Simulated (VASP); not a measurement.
# MgF2 (P4_2/mnm) in VASP: a series of runs

The runs below take MgF2 through single point, relaxation of shape and atoms at fixed volume, with LDA, PBE.

Program: VASP 6.6.1. These are calculated values, not measurements. Logs are shortened: lines on timing, memory, paths and dates and some standing lists are left out, and cuts for length are marked.

## Step 1: The cell of the first run

Symmetry: P4_2/mnm, No. 136, tetragonal system. Conventional cell: a = 4.698 Å, b = 4.698 Å, c = 3.093 Å, α = 90.00°, β = 90.00°, γ = 90.00°. Within 2.7 Å of Mg (site symmetry mmm) lie 6 F at 2.02 Å. F (site symmetry m2m) has 3 Mg at 2.02 Å and 1 F at 2.61 Å within 2.7 Å.

## Step 2: Single point, LDA

Contents of INCAR:

```
SYSTEM = MgF2
PREC = Accurate
ENCUT = 840
EDIFF = 1E-6
ISMEAR = 0
SIGMA = 0.02
LREAL = .False.
LASPH = .True.
NELM = 120
ALGO = Normal
ISIF = 2
LWAVE = .False.
LCHARG = .True.
LELF = .True.
LVHAR = .True.
NBANDS = 33
GGA_COMPAT = .False.
```

Contents of KPOINTS:

```
regular mesh
0
Gamma
  6 6 8
  0 0 0
```

Contents of POSCAR:

```
MgF2
1.0
    4.6975999886      0.0000000000      0.0000000000
    0.0000000000      4.6975999886      0.0000000000
    0.0000000000      0.0000000000      3.0930660367
Mg F
2 4
Direct
    0.0000000000      0.0000000000      0.0000000000
    0.5000000000      0.5000000000      0.5000000000
    0.3035644572      0.3035644572      0.0000000000
    0.1964355428      0.8035644572      0.5000000000
    0.6964355428      0.6964355428      0.0000000000
    0.8035644572      0.1964355428      0.5000000000
```

Potentials or basis: VASP PAW LDA potentials, release 64 (Mg_sv, F).

On the command line:

```console
> cat potpaw_LDA.64/Mg_sv/POTCAR potpaw_LDA.64/F/POTCAR > POTCAR
> mpirun -np 1 vasp_std > vasp.out
```

OUTCAR:

```text
SYSTEM = MgF2
   PREC = Accurate
   ENCUT = 840
   EDIFF = 1E-6
   ISMEAR = 0
   LREAL = .False.
   LASPH = .True.
   NELM = 120
   ISIF = 2

 ion  position               nearest neighbor table
   1  0.000  0.000  0.000-   3 2.02   5 2.02   4 2.02   6 2.02   4 2.02   6 2.02
   2  0.500  0.500  0.500-   4 2.02   6 2.02   5 2.02   3 2.02   3 2.02   5 2.02
   3  0.304  0.304  0.000-   1 2.02   2 2.02   2 2.02
   4  0.196  0.804  0.500-   2 2.02   1 2.02   1 2.02
   5  0.696  0.696  0.000-   1 2.02   2 2.02   2 2.02
   6  0.804  0.196  0.500-   2 2.02   1 2.02   1 2.02

  LATTYP: Found a simple tetragonal cell.
 ALAT       =     4.6975999886
 C/A-ratio  =     0.6584353807

  Lattice vectors:

 A1 = (   4.6975999886,   0.0000000000,   0.0000000000)
 A2 = (   0.0000000000,   4.6975999886,   0.0000000000)
 A3 = (   0.0000000000,   0.0000000000,   3.0930660367)

Analysis of symmetry for initial positions (statically):
=====================================================================
 Subroutine PRICEL returns:
 Original cell was already a primitive cell.

 Routine SETGRP: Setting up the symmetry group for a
 simple tetragonal supercell.

 Subroutine GETGRP returns: Found 16 space group operations
 (whereof  8 operations were pure point group operations)
 out of a pool of 16 trial point group operations.

The static configuration has the point symmetry D_2h.
 The point group associated with its full space group is D_4h.

Analysis of symmetry for dynamics (positions and initial velocities):
=====================================================================
 Subroutine PRICEL returns:
 Original cell was already a primitive cell.

 Routine SETGRP: Setting up the symmetry group for a
 simple tetragonal supercell.

 Subroutine GETGRP returns: Found 16 space group operations
 (whereof  8 operations were pure point group operations)
 out of a pool of 16 trial point group operations.

The dynamic configuration has the point symmetry D_2h.
 The point group associated with its full space group is D_4h.

 Subroutine INISYM returns: Found 16 space group operations
 (whereof  8 operations are pure point group operations),
 and found     1 'primitive' translations

----------------------------------------------------------------------------------------

                                     Primitive cell
[... 94 lines left out ...]
   LNONCOLLINEAR =      F non collinear calculations
   LSORBIT =      F    spin-orbit coupling
   LASPH  =      T    aspherical Exc in radial PAW
   ENCUT  =  840.0 eV  61.74 Ry    7.86 a.u.  11.10 11.10  7.31*2*pi/ulx,y,z
   NELM   =    120;   NELMIN=  2; NELMDL= -5     # of ELM steps
   EDIFF  = 0.1E-05   stopping-criterion for ELM
   LREAL  =      F    real-space projection
   EDIFFG = 0.1E-04   stopping-criterion for IOM
   NSW    =      0    number of steps for IOM
   IBRION =     -1    ionic relax: 0-MD 1-quasi-New 2-CG
   NFREE  =      0    steps in history (QN), initial steepest desc. (CG)
   ISIF   =      2    stress and relaxation
   ISYM   =      2    0-nonsym 1-usesym 2-fastsym
   POTIM  = 0.5000    time-step for ionic-motion
   TEBEG  =    0.0;   TEEND  =   0.0 temperature during run
   PSTRESS=    0.0 pullay stress
   NELECT =      48.0000    total number of electrons
   NUPDOWN=      -1.0000    fix difference up-down
   EMIN   =  10.00;   EMAX   =-10.00  energy-range for DOS
   EFERMI =   0.00;   METHOD = LEGACY
   ISMEAR =     0;   SIGMA  =   0.02  broadening in eV -4-tet -1-fermi 0-gaus
   EFERMI_NEDOS =   21; number of points for ismear=-14 and -15
   IALGO  =     38    algorithm
   IMIX   =      4    mixing-type and parameters
     AMIX     =   0.40;   BMIX     =  1.00
     AMIX_MAG =   1.60;   BMIX_MAG =  1.00
  volume/ion in A,a.u.               =      11.38        76.77
  Fermi-wavevector in a.u.,A,eV,Ry     =   1.455822  2.751104 28.836412  2.119417
  Thomas-Fermi vector in A             =   2.572812
   LORBIT       =      0    0 simple, 1 ext, 2 COOP (PROOUT), +10 PAW based schemes
   GGA     = CA    functional components
   LHFCALC =     F    Hartree Fock is set to
   AEXX    =    0.0000 exact exchange contribution
   IVDW    =     0    specifies the selected vdW correction
   LEPSILON=     F    determine dielectric tensor
   LRPA    =     F    only Hartree local field effects (RPA)
 non-spin polarized calculation
 Gauss-broadening in eV      SIGMA  =   0.02
  energy-cutoff  :      840.00
  volume of cell :       68.26
 maximum number of plane-waves:      3807
 NGX is ok and might be reduce to    48
   NGX = 23   NGY = 23   NGZ = 15

 number of electron      47.9999993 magnetization

 Free energy of the ion-electron system (eV)
  ---------------------------------------------------
  ext. energy  EPLUGINS =         0.00000000
  ---------------------------------------------------
  free energy    TOTEN  =       -34.43377188 eV

  energy without entropy =      -34.43377188  energy(sigma->0) =      -34.43377188

 E-fermi :  -1.7480     XC(G=0): -10.4360

 val. band max:       -2.0220309290   @ k =   0.0000   0.0000   0.0000
 cond. band min:       4.4539323489   @ k =   0.0000   0.0000   0.0000
 fundamental gap:      6.4759632779
 Fermi energy:        -1.7480245086

 k-point     1 :       0.0000    0.0000    0.0000
  band No.  band energies     occupation
      1     -72.0346      2.00000
      2     -72.0336      2.00000
      3     -39.5494      2.00000
      4     -39.5494      2.00000
      5     -39.5279      2.00000
      6     -39.5279      2.00000
[... 853 lines left out ...]
     32      13.2889      0.00000
     33      14.9128      0.00000

 [... further k-points ...]
[... 5 lines left out ...]
  --------------------------------------------------------------------------------------
  -------------------------------------------------------------------------------------
  Total       -3.4013245     -3.4013245     -3.5960262     -0.0000000      0.0000000      0.0000000
  in kB      -79.8394244    -79.8394244    -84.4096641     -0.0000000      0.0000000      0.0000000
  external PRESSURE =     -81.3628376 kB  Pullay stress =       0.0000000 kB

 VOLUME and BASIS-vectors are now :
 -----------------------------------------------------------------------------
  energy-cutoff  :      840.00
  volume of cell :       68.26
      direct lattice vectors                 reciprocal lattice vectors
     4.697599989  0.000000000  0.000000000     0.212874660  0.000000000  0.000000000
     0.000000000  4.697599989  0.000000000     0.000000000  0.212874660  0.000000000
     0.000000000  0.000000000  3.093066037     0.000000000  0.000000000  0.323303799

 POSITION                                       TOTAL-FORCE (eV/Angst)
 -----------------------------------------------------------------------------------
      0.00000      0.00000      0.00000         0.000000      0.000000      0.000000
      2.34880      2.34880      1.54653         0.000000      0.000000      0.000000
      1.42602      1.42602      0.00000         0.053004      0.053004      0.000000
      0.92278      3.77482      1.54653        -0.053004      0.053004      0.000000
      3.27158      3.27158      0.00000        -0.053004     -0.053004      0.000000
      3.77482      0.92278      1.54653         0.053004     -0.053004      0.000000
 -----------------------------------------------------------------------------------
    total drift:                                0.000000     -0.000000     -0.000000

  FREE ENERGIE OF THE ION-ELECTRON SYSTEM (eV)
  ---------------------------------------------------
  free  energy   TOTEN  =       -34.4337718758 eV

  energy  without entropy=      -34.4337718758  energy(sigma->0) =      -34.43377188
```

OSZICAR:

```text
N       E                     dE             d eps       ncg     rms          rms(c)
DAV:   1     0.604996021359E+03    0.60500E+03   -0.38766E+04  3316   0.227E+03
DAV:   2     0.486771805365E+01   -0.60013E+03   -0.58207E+03  3943   0.579E+02
DAV:   3    -0.340929963387E+02   -0.38961E+02   -0.38544E+02  4901   0.132E+02
DAV:   4    -0.368448119273E+02   -0.27518E+01   -0.27348E+01  4369   0.272E+01
DAV:   5    -0.370097950875E+02   -0.16498E+00   -0.16496E+00  4008   0.394E+00    0.116E+01
DAV:   6    -0.345291286668E+02    0.24807E+01   -0.74444E+00  3847   0.173E+01    0.438E+00
DAV:   7    -0.344711625094E+02    0.57966E-01   -0.21507E-01  3946   0.321E+00    0.244E+00
DAV:   8    -0.344341705872E+02    0.36992E-01   -0.53768E-02  4021   0.213E+00    0.217E-01
DAV:   9    -0.344336604641E+02    0.51012E-03   -0.54968E-03  4107   0.477E-01    0.115E-01
DAV:  10    -0.344337715152E+02   -0.11105E-03   -0.64713E-04  3919   0.174E-01    0.115E-02
DAV:  11    -0.344337718758E+02   -0.36053E-06   -0.62751E-06  3661   0.201E-02
   1 F= -.34433772E+02 E0= -.34433772E+02  d E =-.119264E-85
```

Wall time 3.9 min (1 thread of AMD EPYC 7R43 (Zen 3), shared host); peak memory 0.26 GiB.

Results:

```
Free energy            : -34.4338 eV
Pressure               : -8.1 GPa
Largest force          : 0.075 eV/Å
Band gap on the k mesh : 6.48 eV
```

Forces on the atoms (eV/Å):
```
Mg   0.000  0.000  0.000
Mg   0.000  0.000  0.000
F    0.053  0.053  0.000
F   -0.053  0.053  0.000
F   -0.053 -0.053  0.000
F    0.053 -0.053  0.000
```

Caveat: the cell stands under tension.

## Step 3: Relaxation of shape and atoms at fixed volume, PBE (10.01 Å³/atom)

This run uses another cell than the first one, of 10.01 Å³/atom.

Contents of INCAR:

```
PREC = Accurate ; ENCUT = 600
EDIFF = 1E-7 ; ISMEAR = 0
SIGMA = 0.02 ; LREAL = False
LASPH = True ; NELM = 120
ALGO = Normal ; ISIF = 4
LWAVE = False ; LCHARG = False
GGA = PE ; IBRION = 2
NSW = 50 ; EDIFFG = -0.01
GGA_COMPAT = False ; NELMIN = 4
```

Contents of KPOINTS:

```
regular mesh
0
Gamma
  6 6 8
```

Contents of POSCAR:

```
MgF2
1.0
    4.4897795523      0.0000000000      0.0000000000
    0.0000000000      4.4897795523      0.0000000000
    0.0000000000      0.0000000000      2.9797092912
Mg F
2 4
Direct
    0.0000000000      0.0000000000      0.0000000000
    0.5000000000      0.5000000000      0.5000000000
    0.3020857451      0.3020857451      0.0000000000
    0.1979142549      0.8020857451      0.5000000000
    0.6979142549      0.6979142549      0.0000000000
    0.8020857451      0.1979142549      0.5000000000
```

Potentials or basis: VASP PAW PBE potentials, release 64 (Mg, F).

On the command line:

```console
> cat potpaw_PBE.64/Mg/POTCAR potpaw_PBE.64/F/POTCAR > POTCAR
> mpirun -np 1 vasp_std > vasp.out
```

It took 78 s on 1 thread of Oxide Virtual Turin-like, shared host; peak memory 0.18 GiB.

The run converged. Its results:

```
Free energy                  : -31.2236 eV
Energy gained by relaxing    : 0.0 meV/atom
Ionic steps                  : 2
Pressure after relaxing      : 14.4 GPa
Largest force after relaxing : 0.003 eV/Å
Band gap on the k mesh       : 7.68 eV
```

Forces in eV/Å, atoms in the order of the input:
```
Mg   0.000  0.000  0.000
Mg   0.000  0.000  0.000
F   -0.002 -0.002  0.000
F    0.002 -0.002  0.000
F    0.002  0.002  0.000
F   -0.002  0.002  0.000
```

Step by step:
```csv
step,energy change (eV),largest force (eV/Å),pressure (GPa),volume (Å³)
1,0.0000,0.0431,14.45,60.07
2,-0.0003,0.0035,14.41,60.07
```

Final structure:
```
Mg F
1.0
     4.48795    0.00000    0.00000
     0.00000    4.48795    0.00000
     0.00000    0.00000    2.98214
Mg F
2 4
Direct
  0.00000 0.00000 0.00000
  0.50000 0.50000 0.50000
  0.30176 0.30176 0.00000
  0.19824 0.80176 0.50000
  0.69824 0.69824 0.00000
  0.80176 0.19824 0.50000
```

Levels at points of the mesh, in eV from the valence-band top:
```tsv
k point	band 13	band 14	band 15	band 16	band 17	band 18	band 19	band 20
(0.00, 0.00, 0.00)	-0.74	-0.33	-0.33	0.00	7.68	12.80	12.80	14.16
(0.50, 0.00, 0.00)	-1.05	-1.05	-0.41	-0.41	10.18	10.18	14.09	14.09
(0.50, 0.50, 0.00)	-1.04	-1.04	-0.87	-0.87	11.91	11.91	12.11	12.11
(0.00, 0.00, 0.50)	-1.34	-1.34	-0.95	-0.95	12.53	12.53	15.54	15.54
(0.50, 0.00, 0.50)	-0.80	-0.80	-0.74	-0.74	13.41	13.41	14.27	14.27
(0.50, 0.50, 0.50)	-0.69	-0.69	-0.50	-0.50	13.80	13.80	14.23	14.23
```

A k mesh can miss the band edges.
